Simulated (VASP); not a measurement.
# Hf (Im-3m) in VASP: further runs

Runs on Hf. Level: LDA. Tasks: single point.

Everything below comes from runs of VASP 6.6.1. Logs are shortened: lines on timing, memory, paths and dates and some standing lists are left out, and cuts for length are marked.

**1. The cell of the first run**

It takes space group Im-3m (No. 229, cubic). Conventional cell: a = 2.905 Å, b = 2.905 Å, c = 2.905 Å, α = 90.00°, β = 90.00°, γ = 90.00°. Hf (site symmetry m-3m) has 14 Hf at 2.52 to 2.90 Å within 3.3 Å.

**2. Single point, LDA (volume scaled by 0.6)**

INCAR reads:

```
PREC     = Accurate       # precision mode
ENCUT    = 520            # plane-wave cutoff, eV
EDIFF    = 1E-6           # SCF threshold, eV
ISMEAR   = -1             # smearing method
SIGMA    = 0.08           # smearing width, eV
LREAL    = False          # projectors in reciprocal space
LASPH    = True           # aspherical terms in the spheres
NELM     = 100            # most SCF steps
ALGO     = Normal         # electronic algorithm
ISIF     = 2              # what is computed and relaxed
LWAVE    = False          # write WAVECAR
LCHARG   = False          # write CHGCAR
NBANDS   = 11             # bands
```

KPOINTS reads:

```
Automatic mesh
0
Gamma
  17 17 17
```

POSCAR reads:

```
Hf
1.0
   -1.4523930662      1.4523930662      1.4523930662
    1.4523930662     -1.4523930662      1.4523930662
    1.4523930662      1.4523930662     -1.4523930662
Hf
1
Direct
    0.0000000000      0.0000000000      0.0000000000
```

Potentials or basis: VASP PAW LDA potentials, release 64 (Hf_pv).

On the command line:

```sh
$ cat potpaw_LDA.64/Hf_pv/POTCAR > POTCAR
$ mpirun -np 1 vasp_std > vasp.out
```

OUTCAR:

```text
PREC = Accurate
   ENCUT = 520
   EDIFF = 1E-6
   ISMEAR = -1
   LREAL = False
   LASPH = True
   NELM = 100
   ISIF = 2

 ion  position               nearest neighbor table
   1  0.000  0.000  0.000-

  LATTYP: Found a body centered cubic cell.
 ALAT       =     2.9047861324

  Lattice vectors:

 A1 = (  -1.4523930662,   1.4523930662,   1.4523930662)
 A2 = (   1.4523930662,  -1.4523930662,   1.4523930662)
 A3 = (   1.4523930662,   1.4523930662,  -1.4523930662)

Analysis of symmetry for initial positions (statically):
=====================================================================
 Subroutine PRICEL returns:
 Original cell was already a primitive cell.

 Routine SETGRP: Setting up the symmetry group for a
 body centered cubic supercell.

 Subroutine GETGRP returns: Found 48 space group operations
 (whereof 48 operations were pure point group operations)
 out of a pool of 48 trial point group operations.

The static configuration has the point symmetry O_h .

Analysis of symmetry for dynamics (positions and initial velocities):
=====================================================================
 Subroutine PRICEL returns:
 Original cell was already a primitive cell.

 Routine SETGRP: Setting up the symmetry group for a
 body centered cubic supercell.

 Subroutine GETGRP returns: Found 48 space group operations
 (whereof 48 operations were pure point group operations)
 out of a pool of 48 trial point group operations.

The dynamic configuration has the point symmetry O_h .

 Subroutine INISYM returns: Found 48 space group operations
 (whereof 48 operations are pure point group operations),
 and found     1 'primitive' translations

----------------------------------------------------------------------------------------

                                     Primitive cell

  volume of cell :      12.2550

  direct lattice vectors                    reciprocal lattice vectors
    -1.452393066  1.452393066  1.452393066     0.000000000  0.344259424  0.344259424
     1.452393066 -1.452393066  1.452393066     0.344259424  0.000000000  0.344259424
     1.452393066  1.452393066 -1.452393066     0.344259424  0.344259424  0.000000000

  length of vectors
     2.515618583  2.515618583  2.515618583     0.486856346  0.486856346  0.486856346

  position of ions in fractional coordinates (direct lattice)
     0.000000000  0.000000000  0.000000000

  ion indices of the primitive-cell ions
   primitive index   ion index
                 1           1

----------------------------------------------------------------------------------------

 KPOINTS: Automatic mesh

Automatic generation of k-mesh.
 Grid dimensions read from file:
 generate k-points for:   17   17   17

 Generating k-lattice:

  Cartesian coordinates                     Fractional coordinates (reciprocal lattice)
     0.000000000  0.020250554  0.020250554     0.058823529  0.000000000  0.000000000
     0.020250554  0.000000000  0.020250554     0.000000000  0.058823529  0.000000000
     0.020250554  0.020250554  0.000000000     0.000000000  0.000000000  0.058823529

  Length of vectors
     0.028638609  0.028638609  0.028638609

  Shift w.r.t. Gamma in fractional coordinates (k-lattice)
     0.000000000  0.000000000  0.000000000

 Subroutine IBZKPT returns following result:
 ===========================================

 Found    165 irreducible k-points:

 Following reciprocal coordinates:
            Coordinates               Weight
  0.000000  0.000000  0.000000      1.000000
  0.058824  0.000000  0.000000     12.000000
  0.117647  0.000000  0.000000     12.000000
  0.176471  0.000000  0.000000     12.000000
  0.235294  0.000000  0.000000     12.000000
  0.294118  0.000000  0.000000     12.000000
[... 16 lines left out ...]
  0.411765  0.117647  0.000000     48.000000
  0.176471  0.176471  0.000000     24.000000
 [... further k-points ...]
   k-points           NKPTS =    165   k-points in BZ     NKDIM =    165   number of bands    NBANDS=     11
   number of dos      NEDOS =    301   number of ions     NIONS =      1
   total plane-waves  NPLWV =   8000
   dimension x,y,z NGX =    20 NGY =   20 NGZ =   20
   dimension x,y,z NGXF=    40 NGYF=   40 NGZF=   40
   ions per type =               1
   NGX,Y,Z   is equivalent  to a cutoff of  13.22, 13.22, 13.22 a.u.
   NGXF,Y,Z  is equivalent  to a cutoff of  26.43, 26.43, 26.43 a.u.
 SYSTEM =  unknown system
   PREC   = accura    normal or accurate (medium, high low for compatibility)
   ISTART =      0    job   : 0-new  1-cont  2-samecut
   ICHARG =      2    charge: 1-file 2-atom 10-const
   ISPIN  =      1    spin polarized calculation?
   LNONCOLLINEAR =      F non collinear calculations
   LSORBIT =      F    spin-orbit coupling
   LASPH  =      T    aspherical Exc in radial PAW
   ENCUT  =  520.0 eV  38.22 Ry    6.18 a.u.   4.68  4.68  4.68*2*pi/ulx,y,z
   NELM   =    100;   NELMIN=  2; NELMDL= -5     # of ELM steps
   EDIFF  = 0.1E-05   stopping-criterion for ELM
   LREAL  =      F    real-space projection
   EDIFFG = 0.1E-04   stopping-criterion for IOM
   NSW    =      0    number of steps for IOM
   IBRION =     -1    ionic relax: 0-MD 1-quasi-New 2-CG
   NFREE  =      0    steps in history (QN), initial steepest desc. (CG)
   ISIF   =      2    stress and relaxation
   ISYM   =      2    0-nonsym 1-usesym 2-fastsym
   POTIM  = 0.5000    time-step for ionic-motion
   TEBEG  =    0.0;   TEEND  =   0.0 temperature during run
   PSTRESS=    0.0 pullay stress
   NELECT =      10.0000    total number of electrons
   NUPDOWN=      -1.0000    fix difference up-down
   EMIN   =  10.00;   EMAX   =-10.00  energy-range for DOS
   EFERMI =   0.00;   METHOD = LEGACY
   ISMEAR =    -1;   SIGMA  =   0.08  broadening in eV -4-tet -1-fermi 0-gaus
   EFERMI_NEDOS =   21; number of points for ismear=-14 and -15
   IALGO  =     38    algorithm
   IMIX   =      4    mixing-type and parameters
     AMIX     =   0.40;   BMIX     =  1.00
     AMIX_MAG =   1.60;   BMIX_MAG =  1.00
  volume/ion in A,a.u.               =      12.25        82.70
  Fermi-wavevector in a.u.,A,eV,Ry     =   1.529809  2.890921 31.841944  2.340317
  Thomas-Fermi vector in A             =   2.637379
   LORBIT       =      0    0 simple, 1 ext, 2 COOP (PROOUT), +10 PAW based schemes
   GGA     = CA    functional components
   LHFCALC =     F    Hartree Fock is set to
   AEXX    =    0.0000 exact exchange contribution
   IVDW    =     0    specifies the selected vdW correction
   LEPSILON=     F    determine dielectric tensor
   LRPA    =     F    only Hartree local field effects (RPA)
 non-spin polarized calculation
  energy-cutoff  :      520.00
  volume of cell :       12.25
 maximum number of plane-waves:       341
   NGX =  9   NGY =  9   NGZ =  9

 number of electron      10.0000000 magnetization

 number of electron       9.9999998 magnetization

 Free energy of the ion-electron system (eV)
  ---------------------------------------------------
  ext. energy  EPLUGINS =         0.00000000
  ---------------------------------------------------
  free energy    TOTEN  =        -8.14453602 eV

  energy without entropy =       -8.13225387  energy(sigma->0) =       -8.13839494

 E-fermi :   9.5450     XC(G=0): -14.5095

 val. band max:        9.5439030199   @ k =  -0.3529  -0.4706   0.1176
 cond. band min:       9.5847012621   @ k =  -0.2941   0.2941   0.1176
 fundamental gap:      0.0407982422
 Fermi energy:         9.5449552982

 k-point     1 :       0.0000    0.0000    0.0000
  band No.  band energies     occupation
      1     -17.7809      2.00000
      2     -17.7809      2.00000
      3     -17.7809      2.00000
      4       1.6423      2.00000
      5      11.0619      0.00000
      6      11.0619      0.00000
      7      11.0619      0.00000
      8      15.9832      0.00000
      9      15.9832      0.00000
     10      23.5314      0.00000
     11      26.0856      0.00000

 k-point     2 :       0.0588    0.0000    0.0000
  band No.  band energies     occupation
      1     -17.9883      2.00000
      2     -17.8351      2.00000
      3     -17.7847      2.00000
      4       1.9420      2.00000
      5      10.8612      0.00000
      6      11.0076      0.00000
      7      11.3371      0.00000
      8      15.5919      0.00000
      9      15.9589      0.00000
     10      23.5311      0.00000
     11      26.3784      0.00000

 k-point     3 :       0.1176    0.0000    0.0000
  band No.  band energies     occupation
      1     -18.5546      2.00000
      2     -17.9877      2.00000
      3     -17.7955      2.00000
      4       2.7469      2.00000
      5      10.3310      0.00011
      6      10.7772      0.00000
      7      12.1492      0.00000
      8      14.9584      0.00000
      9      15.9225      0.00000
     10      23.5304      0.00000
     11      27.1721      0.00000

 k-point     4 :       0.1765    0.0000    0.0000
  band No.  band energies     occupation
      1     -19.3473      2.00000
      2     -18.2115      2.00000
      3     -17.8122      2.00000
      4       3.7727      2.00000
      5       9.6253      0.53611
      6      10.3936      0.00005
      7      13.4604      0.00000
      8      14.7881      0.00000
      9      15.9538      0.00000
     10      23.5293      0.00000
     11      28.1668      0.00000
[... 239 lines left out ...]
 k-point    22 :       0.3529    0.1176    0.0000
  band No.  band energies     occupation
      1     -22.1114      2.00000
      2     -19.3630      2.00000
      3     -18.1251      2.00000
      4       4.7085      2.00000
      5       7.6045      2.00000
      6      12.7535      0.00000
      7      16.1868      0.00000
      8      18.4873      0.00000
      9      22.9434      0.00000
     10      23.5151      0.00000
     11      26.0543      0.00000

 k-point    23 :       0.4118    0.1176    0.0000
  band No.  band energies     occupation
      1     -22.3306      2.00000
      2     -19.4744      2.00000
      3     -18.1369      2.00000
      4       4.4867      2.00000
      5       7.4563      2.00000
      6      13.7367      0.00000
      7      16.0961      0.00000
      8      19.1002      0.00000
      9      23.5099      0.00000
     10      24.4989      0.00000
     11      25.4332      0.00000

 k-point    24 :       0.1765    0.1765    0.0000
  band No.  band energies     occupation
      1     -20.9771      2.00000
      2     -18.8673      2.00000
      3     -18.1423      2.00000
      4       5.8485      2.00000
      5       8.4840      2.00000
      6       9.5291      1.09864
      7      14.4148      0.00000
      8      17.8281      0.00000
      9      18.5481      0.00000
     10      23.5241      0.00000
     11      29.1953      0.00000

 [... further k-points ...]
[... 5 lines left out ...]
  --------------------------------------------------------------------------------------
  -------------------------------------------------------------------------------------
  Total       10.9307628     10.9307628     10.9307628      0.0000000     -0.0000000     -0.0000000
  in kB     1429.0537330   1429.0537330   1429.0537330      0.0000000     -0.0000000     -0.0000000
  external PRESSURE =    1429.0537330 kB  Pullay stress =       0.0000000 kB

 VOLUME and BASIS-vectors are now :
 -----------------------------------------------------------------------------
  energy-cutoff  :      520.00
  volume of cell :       12.25
      direct lattice vectors                 reciprocal lattice vectors
    -1.452393066  1.452393066  1.452393066     0.000000000  0.344259424  0.344259424
     1.452393066 -1.452393066  1.452393066     0.344259424  0.000000000  0.344259424
     1.452393066  1.452393066 -1.452393066     0.344259424  0.344259424  0.000000000

 POSITION                                       TOTAL-FORCE (eV/Angst)
 -----------------------------------------------------------------------------------
      0.00000      0.00000      0.00000         0.000000      0.000000     -0.000000
 -----------------------------------------------------------------------------------
    total drift:                                0.000000      0.000000      0.000000

  FREE ENERGIE OF THE ION-ELECTRON SYSTEM (eV)
  ---------------------------------------------------
  free  energy   TOTEN  =        -8.1445360185 eV

  energy  without entropy=       -8.1322538665  energy(sigma->0) =       -8.13839494
```

It took 12 s on 1 thread of Intel Xeon Platinum 8488C (Sapphire Rapids), shared host; peak memory 0.13 GiB.

What came out:

```
Free energy            : -8.1445 eV
Pressure               : 142.9 GPa
Band gap on the k mesh : zero (band 5 reaches 11.06 eV, above the bottom of band 6 at 8.43 eV)
```

Levels at points of the mesh, in eV from the Fermi level:
```
           k point  band 2  band 3  band 4  band 5  band 6  band 7  band 8  band 9
(0.00, 0.00, 0.00)  -27.33  -27.33   -7.90    1.52    1.52    1.52    6.44    6.44
```

Caveat: spin-orbit coupling is left out, which moves the levels of the heavy elements.

**3. Single point, LDA (volume scaled by 0.7)**

INCAR reads:

```
ALGO = Normal
EDIFF = 1E-7
ENCUT = 520
ISIF = 2
ISMEAR = -1
LASPH = T
LCHARG = T
LELF = T
LREAL = F
LVHAR = T
LWAVE = F
NBANDS = 11
NELM = 80
PREC = Accurate
SIGMA = 0.08
```

KPOINTS reads:

```
k-points
0
Gamma
  17 17 17
```

POSCAR reads:

```
Hf
1.0
   -1.5289728139      1.5289728139      1.5289728139
    1.5289728139     -1.5289728139      1.5289728139
    1.5289728139      1.5289728139     -1.5289728139
Hf
1
Direct
    0.0000000000      0.0000000000      0.0000000000
```

Potentials or basis: VASP PAW LDA potentials, release 64 (Hf_pv).

On the command line:

```sh
$ cat potpaw_LDA.64/Hf_pv/POTCAR > POTCAR
$ mpirun -np 1 vasp_std > vasp.out
```

Wall time 12 s (1 thread of Intel Xeon Platinum 8488C (Sapphire Rapids), shared host); peak memory 0.14 GiB.

It converged, with:

- Free energy: -9.4761 eV
- Pressure: 73.8 GPa
- Band gap on the k mesh: zero (band 5 reaches 9.63 eV, above the bottom of band 6 at 7.03 eV)

Levels at points of the mesh, in eV from the Fermi level:
| k point | band 3 | band 4 | band 5 | band 6 | band 7 | band 8 |
| --- | --- | --- | --- | --- | --- | --- |
| (0.00, 0.00, 0.00) | -27.97 | -7.99 | 1.56 | 1.56 | 1.56 | 5.86 |

Caveat: spin-orbit coupling is left out, which moves the levels of the heavy elements.
